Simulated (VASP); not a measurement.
# Ag (Cm) in VASP: electric field gradients with PBE

Aim: the electric field gradients of Ag with PBE.

Program: VASP 6.6.1. These are calculated values, not measurements. Logs are shortened: lines on timing, memory, paths and dates and some standing lists are left out, and cuts for length are marked.

### Step 1. The cell of the first run

It takes space group Cm (No. 8, monoclinic). The conventional cell has a = 5.103 Å, b = 2.946 Å, c = 7.403 Å, α = 90.00°, β = 103.28°, γ = 90.00°. Ag (site symmetry m) has 12 Ag at 2.79 to 3.24 Å within 3.7 Å. Within 3.7 Å of Ag (site symmetry m) lie 12 Ag at 2.82 to 3.24 Å. Ag (site symmetry m) has 12 Ag at 2.79 to 2.95 Å within 3.7 Å.

### Step 2. Electric field gradients, PBE (shortest bond scaled by 1.1)

Input file INCAR:

```
SYSTEM = Ag
  PREC = Accurate
  ENCUT = 520
  EDIFF = 1E-8
  ISMEAR = -1
  SIGMA = 0.05
  LREAL = .False.
  LASPH = .True.
  NELM = 60
  ALGO = Normal
  ISIF = 2
  LWAVE = .False.
  LCHARG = .False.
  GGA = PE
  LEFG = .True.
  NBANDS = 24
```

Input file KPOINTS:

```
regular mesh
0
Gamma
  12 12 12
  0 0 0
```

Input file POSCAR:

```
Ag
1.0
    1.4730471633      0.8504641762      7.2046500000
   -1.4730471633      0.8504641762      7.2046500000
    0.0000000000     -1.7009283525      7.2046500000
Ag
3
Direct
    0.0111140500      0.0111140500     -0.0388859500
    0.7666049500      0.7666049500      0.8166049500
    0.2222810000      0.2222810000      0.2222810000
```

Potentials or basis: VASP PAW PBE potentials, release 64 (Ag).

Launch:

```sh
cat potpaw_PBE.64/Ag/POTCAR > POTCAR
mpirun -np 1 vasp_std > vasp.out
```

OUTCAR:

```text
SYSTEM = Ag
   PREC = Accurate
   ENCUT = 520
   EDIFF = 1E-8
   ISMEAR = -1
   LREAL = .False.
   LASPH = .True.
   NELM = 60
   ISIF = 2
   GGA = PE

 ion  position               nearest neighbor table
   1  0.011  0.011  0.961-   3 2.79   3 2.87   3 2.87   2 3.10   2 3.10   2 3.24
   2  0.767  0.767  0.817-   3 2.82   3 2.82   3 2.90   1 3.10   1 3.10   1 3.24
   3  0.222  0.222  0.222-   1 2.79   2 2.82   2 2.82   1 2.87   1 2.87   2 2.90

  LATTYP: Found a trigonal (rhomboedric) cell.
 ALAT       =     7.4027115899
 COS(alpha) =     0.9208079399

  Lattice vectors:

 A1 = (   1.4730471633,   0.8504641762,   7.2046500000)
 A2 = (  -1.4730471633,   0.8504641762,   7.2046500000)
 A3 = (   0.0000000000,  -1.7009283525,   7.2046500000)

Analysis of symmetry for initial positions (statically):
=====================================================================
 Subroutine PRICEL returns:
 Original cell was already a primitive cell.

 Routine SETGRP: Setting up the symmetry group for a
 trigonal (rhombohedral) supercell.

 Subroutine GETGRP returns: Found  2 space group operations
 (whereof  2 operations were pure point group operations)
 out of a pool of 12 trial point group operations.

The static configuration has the point symmetry C_1h.

Analysis of symmetry for dynamics (positions and initial velocities):
=====================================================================
 Subroutine PRICEL returns:
 Original cell was already a primitive cell.

 Routine SETGRP: Setting up the symmetry group for a
 trigonal (rhombohedral) supercell.

 Subroutine GETGRP returns: Found  2 space group operations
 (whereof  2 operations were pure point group operations)
 out of a pool of 12 trial point group operations.

The dynamic configuration has the point symmetry C_1h.

 Subroutine INISYM returns: Found  2 space group operations
 (whereof  2 operations are pure point group operations),
 and found     1 'primitive' translations

----------------------------------------------------------------------------------------

                                     Primitive cell

  volume of cell :      54.1548

  direct lattice vectors                    reciprocal lattice vectors
     1.473047163  0.850464176  7.204650000     0.339432445  0.195971413  0.046266416
    -1.473047163  0.850464176  7.204650000    -0.339432445  0.195971413  0.046266416
     0.000000000 -1.700928353  7.204650000     0.000000000 -0.391942827  0.046266416

  length of vectors
     7.402711590  7.402711590  7.402711590     0.394664111  0.394664111  0.394664111

  position of ions in fractional coordinates (direct lattice)
     0.011114050  0.011114050  0.961114050
     0.766604950  0.766604950  0.816604950
     0.222281000  0.222281000  0.222281000

  ion indices of the primitive-cell ions
   primitive index   ion index
                 1           1
                 2           2
                 3           3

----------------------------------------------------------------------------------------

 KPOINTS: regular mesh

Automatic generation of k-mesh.
 Grid dimensions read from file:
 generate k-points for:   12   12   12

 Generating k-lattice:

  Cartesian coordinates                     Fractional coordinates (reciprocal lattice)
     0.028286037  0.016330951  0.003855535     0.083333333 -0.000000000 -0.000000000
    -0.028286037  0.016330951  0.003855535    -0.000000000  0.083333333 -0.000000000
     0.000000000 -0.032661902  0.003855535    -0.000000000 -0.000000000  0.083333333

  Length of vectors
     0.032888676  0.032888676  0.032888676

  Shift w.r.t. Gamma in fractional coordinates (k-lattice)
     0.000000000  0.000000000  0.000000000

 Subroutine IBZKPT returns following result:
 ===========================================

 Found    476 irreducible k-points:

 Following reciprocal coordinates:
            Coordinates               Weight
  0.000000  0.000000  0.000000      1.000000
  0.083333 -0.000000  0.000000      4.000000
  0.000000  0.000000  0.083333      2.000000
  0.166667 -0.000000  0.000000      4.000000
  0.000000  0.000000  0.166667      2.000000
  0.250000  0.000000  0.000000      4.000000
[... 16 lines left out ...]
 -0.333333  0.000000 -0.083333      4.000000
  0.083333  0.000000  0.333333      4.000000
 [... further k-points ...]
   k-points           NKPTS =    476   k-points in BZ     NKDIM =    476   number of bands    NBANDS=     24
   number of dos      NEDOS =    301   number of ions     NIONS =      3
   total plane-waves  NPLWV = 175616
   dimension x,y,z NGX =    56 NGY =   56 NGZ =   56
   dimension x,y,z NGXF=   112 NGYF=  112 NGZF=  112
   ions per type =               3
   NGX,Y,Z   is equivalent  to a cutoff of  12.58, 12.58, 12.58 a.u.
   NGXF,Y,Z  is equivalent  to a cutoff of  25.15, 25.15, 25.15 a.u.
 SYSTEM =  Ag
   PREC   = accura    normal or accurate (medium, high low for compatibility)
   ISTART =      0    job   : 0-new  1-cont  2-samecut
   ICHARG =      2    charge: 1-file 2-atom 10-const
   ISPIN  =      1    spin polarized calculation?
   LNONCOLLINEAR =      F non collinear calculations
   LSORBIT =      F    spin-orbit coupling
   LASPH  =      T    aspherical Exc in radial PAW
   ENCUT  =  520.0 eV  38.22 Ry    6.18 a.u.  13.76 13.76 13.76*2*pi/ulx,y,z
   NELM   =     60;   NELMIN=  2; NELMDL= -5     # of ELM steps
   EDIFF  = 0.1E-07   stopping-criterion for ELM
   LREAL  =      F    real-space projection
   EDIFFG = 0.1E-06   stopping-criterion for IOM
   NSW    =      0    number of steps for IOM
   IBRION =     -1    ionic relax: 0-MD 1-quasi-New 2-CG
   NFREE  =      0    steps in history (QN), initial steepest desc. (CG)
   ISIF   =      2    stress and relaxation
   ISYM   =      2    0-nonsym 1-usesym 2-fastsym
   POTIM  = 0.5000    time-step for ionic-motion
   TEBEG  =    0.0;   TEEND  =   0.0 temperature during run
   PSTRESS=    0.0 pullay stress
   NELECT =      33.0000    total number of electrons
   NUPDOWN=      -1.0000    fix difference up-down
   EMIN   =  10.00;   EMAX   =-10.00  energy-range for DOS
   EFERMI =   0.00;   METHOD = LEGACY
   ISMEAR =    -1;   SIGMA  =   0.05  broadening in eV -4-tet -1-fermi 0-gaus
   EFERMI_NEDOS =   21; number of points for ismear=-14 and -15
   IALGO  =     38    algorithm
   IMIX   =      4    mixing-type and parameters
     AMIX     =   0.40;   BMIX     =  1.00
     AMIX_MAG =   1.60;   BMIX_MAG =  1.00
  volume/ion in A,a.u.               =      18.05       121.82
  Fermi-wavevector in a.u.,A,eV,Ry     =   1.387929  2.622805 26.209536  1.926347
  Thomas-Fermi vector in A             =   2.512103
   LORBIT       =      0    0 simple, 1 ext, 2 COOP (PROOUT), +10 PAW based schemes
   GGA     = PE    functional components
   LHFCALC =     F    Hartree Fock is set to
   AEXX    =    0.0000 exact exchange contribution
   IVDW    =     0    specifies the selected vdW correction
   LEPSILON=     F    determine dielectric tensor
   LRPA    =     F    only Hartree local field effects (RPA)
 non-spin polarized calculation
  energy-cutoff  :      520.00
  volume of cell :       54.15
 maximum number of plane-waves:      1494
   NGX = 27   NGY = 27   NGZ = 27

 number of electron      33.0000001 magnetization

 Free energy of the ion-electron system (eV)
  ---------------------------------------------------
  ext. energy  EPLUGINS =         0.00000000
  ---------------------------------------------------
  free energy    TOTEN  =        -8.04365001 eV

  energy without entropy =       -8.03666317  energy(sigma->0) =       -8.04015659

 E-fermi :   7.6320     XC(G=0): -11.8581

 val. band max:        7.6154619342   @ k =   0.0833   0.0833  -0.2500
 cond. band min:       7.6391295592   @ k =   0.4167   0.4167   0.3333
 fundamental gap:      0.0236676249
 Fermi energy:         7.6320180816

 k-point     1 :       0.0000    0.0000    0.0000
  band No.  band energies     occupation
      1       0.2704      2.00000
      2       1.5955      2.00000
      3       1.7926      2.00000
      4       2.9867      2.00000
      5       2.9997      2.00000
      6       3.0264      2.00000
[... 16 lines left out ...]
     23      24.6784      0.00000
     24      25.4661      0.00000

 k-point     2 :       0.0833   -0.0000    0.0000
  band No.  band energies     occupation
      1       0.4550      2.00000
      2       1.7112      2.00000
      3       1.9273      2.00000
      4       2.8887      2.00000
      5       2.9491      2.00000
      6       3.0673      2.00000
[... 16 lines left out ...]
     23      23.9360      0.00000
     24      24.3376      0.00000

 k-point     3 :       0.0000    0.0000    0.0833
  band No.  band energies     occupation
      1       0.4543      2.00000
      2       1.7114      2.00000
      3       1.9241      2.00000
      4       2.8818      2.00000
      5       2.9585      2.00000
      6       3.0687      2.00000
[... 16 lines left out ...]
     23      23.7968      0.00000
     24      24.4580      0.00000

 k-point     4 :       0.1667   -0.0000    0.0000
  band No.  band energies     occupation
      1       0.9648      2.00000
      2       1.9714      2.00000
      3       2.2350      2.00000
      4       2.6909      2.00000
      5       2.7628      2.00000
      6       3.0380      2.00000
[... 16 lines left out ...]
     23      22.8337      0.00000
     24      23.4262      0.00000

 k-point     5 :       0.0000    0.0000    0.1667
  band No.  band energies     occupation
      1       0.9603      2.00000
      2       1.9752      2.00000
      3       2.2193      2.00000
      4       2.6739      2.00000
      5       2.7667      2.00000
      6       3.0099      2.00000
[... 451 lines left out ...]
 k-point    22 :       0.3333    0.0833    0.0000
  band No.  band energies     occupation
      1       1.8079      2.00000
      2       2.1004      2.00000
      3       2.1630      2.00000
      4       2.4561      2.00000
      5       2.5052      2.00000
      6       3.0101      2.00000
[... 16 lines left out ...]
     23      19.3480      0.00000
     24      19.7651      0.00000

 k-point    23 :      -0.3333    0.0000   -0.0833
  band No.  band energies     occupation
      1       1.8073      2.00000
      2       2.0917      2.00000
      3       2.1693      2.00000
      4       2.4483      2.00000
      5       2.5088      2.00000
      6       3.0262      2.00000
[... 16 lines left out ...]
     23      19.3792      0.00000
     24      19.7368      0.00000

 k-point    24 :       0.0833    0.0000    0.3333
  band No.  band energies     occupation
      1       1.7825      2.00000
      2       2.1327      2.00000
      3       2.1609      2.00000
      4       2.4150      2.00000
      5       2.5047      2.00000
      6       3.0311      2.00000
[... 16 lines left out ...]
     23      19.3812      0.00000
     24      19.7558      0.00000

 [... further k-points ...]
[... 5 lines left out ...]
  --------------------------------------------------------------------------------------
  -------------------------------------------------------------------------------------
  Total        0.1159081      0.0482622      0.4436897      0.0000000     -0.2317308      0.0000000
  in kB        3.4291573      1.4278444     13.1266253      0.0000000     -6.8557891      0.0000000
  external PRESSURE =       5.9945423 kB  Pullay stress =       0.0000000 kB

 VOLUME and BASIS-vectors are now :
 -----------------------------------------------------------------------------
  energy-cutoff  :      520.00
  volume of cell :       54.15
      direct lattice vectors                 reciprocal lattice vectors
     1.473047163  0.850464176  7.204650000     0.339432445  0.195971413  0.046266416
    -1.473047163  0.850464176  7.204650000    -0.339432445  0.195971413  0.046266416
     0.000000000 -1.700928353  7.204650000     0.000000000 -0.391942827  0.046266416

 POSITION                                       TOTAL-FORCE (eV/Angst)
 -----------------------------------------------------------------------------------
      0.00000     -1.61588      7.08464         0.000000     -0.093494      0.713596
      0.00000     -0.08505     16.92959         0.000000      0.074812     -0.704770
      0.00000     -0.00000      4.80437         0.000000      0.018682     -0.008826
 -----------------------------------------------------------------------------------
    total drift:                               -0.000000      0.000001     -0.000022

  FREE ENERGIE OF THE ION-ELECTRON SYSTEM (eV)
  ---------------------------------------------------
  free  energy   TOTEN  =        -8.0436500142 eV

  energy  without entropy=       -8.0366631717  energy(sigma->0) =       -8.04015659

 Electric field gradients (V/A^2)
---------------------------------------------------------------------
 ion       V_xx      V_yy      V_zz      V_xy      V_xz      V_yz
---------------------------------------------------------------------
   1      -3.159    -3.607     6.766     0.000     0.000     0.779
   2      -5.662    -2.050     7.712    -0.000    -0.000     0.269
   3       2.820     2.908    -5.727     0.000    -0.000     3.112
---------------------------------------------------------------------

 Electric field gradients after diagonalization (V/A^2)
 (convention: |V_zz| > |V_xx| > |V_yy|)
----------------------------------------------------------------------
 ion       V_xx      V_yy      V_zz     asymmetry (V_yy - V_xx)/ V_zz
----------------------------------------------------------------------
   1      -3.665    -3.159     6.824       0.074
   2      -5.662    -2.057     7.720       0.467
   3       3.912     2.820    -6.732       0.162
----------------------------------------------------------------------

           NMR quadrupolar parameters

 Cq : quadrupolar parameter    Cq=e*Q*V_zz/h
 eta: asymmetry parameters     (V_yy - V_xx)/ V_zz
 Q  : nuclear electric quadrupole moment in mb (millibarn)
----------------------------------------------------------------------
 ion       Cq(MHz)       eta       Q (mb)
----------------------------------------------------------------------
   1       0.016       0.074       1.000
   2       0.019       0.467       1.000
   3      -0.016       0.162       1.000
----------------------------------------------------------------------
```

Run time: 18 min. Hardware: 1 thread of Intel Xeon Platinum 8559C (Emerald Rapids), shared host; peak memory 0.77 GiB.

What came out:

* Free energy: -8.0437 eV
* Pressure: 0.6 GPa
* Largest force: 0.720 eV/Å
* Band gap on the k mesh: zero (an odd number of electrons rules out a gap without spin polarisation)
* Largest electric field gradient by atom: Ag +6.8, +7.7, -6.7 V/Å²

Forces on the atoms (eV/Å):
```
Ag   0.000 -0.093  0.714
Ag   0.000  0.075 -0.705
Ag   0.000  0.019 -0.009
```

Levels at points of the mesh, in eV from the Fermi level:
```
           k point  band 15  band 16  band 17  band 18  band 19  band 20
(0.00, 0.00, 0.00)    -3.13    -3.12    -3.07    -2.97     6.95     8.36
(0.50, 0.00, 0.00)    -2.80     0.07     1.15     1.31     4.75     4.94
(0.00, 0.00, 0.50)    -2.81    -0.04     1.22     1.49     4.41     4.72
(0.50, 0.50, 0.00)    -2.78     0.44     0.54     1.59     3.63     5.84
(0.50, 0.00, 0.50)    -2.78     0.32     0.63     1.45     3.84     6.14
(0.50, 0.50, 0.50)    -3.38    -3.01    -2.94    -0.15     3.25    13.28
```

Electric field gradients, principal values (V/Å²):
```csv
atom,least,middle,greatest (by size)
1 Ag,-3.159,-3.665,6.824
2 Ag,-2.057,-5.662,7.720
3 Ag,2.820,3.912,-6.732
```

Caveat: the cell differs from its parent crystal (shortest bond scaled by 1.1); without QUAD_EFG the Cq values of the log hold for a quadrupole moment of 1 mb, not for the nuclei.

The gap in the log of VASP goes by the Fermi energy; the results here count the filled bands.